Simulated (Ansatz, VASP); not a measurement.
## Au: VASP beside Ansatz

Contents of INCAR:

```
SYSTEM = Au
PREC = Accurate ; ENCUT = 520
EDIFF = 1E-7 ; ISMEAR = 0
SIGMA = 0.15 ; LREAL = .FALSE.
LASPH = .TRUE. ; NELM = 60
ALGO = Fast ; ISIF = 2
LWAVE = .FALSE. ; LCHARG = .FALSE.
GGA = PS ; NBANDS = 12
```

File KPOINTS:

```
Automatic mesh
0
G
  22 22 22
  0 0 0
```

The input POSCAR:

```
Au
1.0
    0.0000000000      1.9815357957      2.1796893753
    1.9815357957      0.0000000000      2.1796893753
    1.9815357957      1.9815357957      0.0000000000
Au
1
Direct
    0.0000000000      0.0000000000      0.0000000000
```

Input for Ansatz:

```yaml
crystal:
  lattice:
    - [0.0, 1.9815357957, 2.1796893753]
    - [1.9815357957, 0.0, 2.1796893753]
    - [1.9815357957, 1.9815357957, 0.0]
  atoms:
    - { symbol: Au, position: [0.0, 0.0, 0.0] }
basis:
  ecutwfc: 420
kpoints:
  mp_grid: { grid: [22, 22, 22] }
hamiltonian:
  xc: pbesol
scf:
  occupations: { method: gaussian, width: 0.15 }
output:
  forces: true
  stress: true
  eigenvalues: true
```

Alike in both runs: task single point; functional PBEsol; k mesh 22 × 22 × 22; occupations gaussian, width 0.15 eV; no spin polarisation.

|  | VASP | Ansatz |
| --- | --- | --- |
| version | VASP 6.6.1 | Ansatz 0.2.0 |
| potentials or method | VASP PAW PBE potentials, release 64 (Au), cutoff 520 eV | scalar-relativistic, plane waves, PAW |
| valence electrons in the cell | 11 | 19 |

|  | VASP | Ansatz | Ansatz less VASP |
| --- | --- | --- | --- |
| gap on the k mesh at the Fermi level (eV) | none | none | - |
| pressure (GPa) | -0.8 | -0.6 | +0.27 |
| traceless stress, the component that is largest in VASP (GPa) | -2.73 | -2.74 | -0.003 |

VASP's potentials were made for PBE, not for PBEsol. A gap of «none» marks a metal or a gap that the smearing closes. With one functional, cell and mesh, what is left measures potentials, basis and numerics. VASP's potentials hold 11 valence electrons a cell and Ansatz's 19, so a difference there can come from the potentials and not from the codes.

Neither program's run includes spin-orbit coupling.
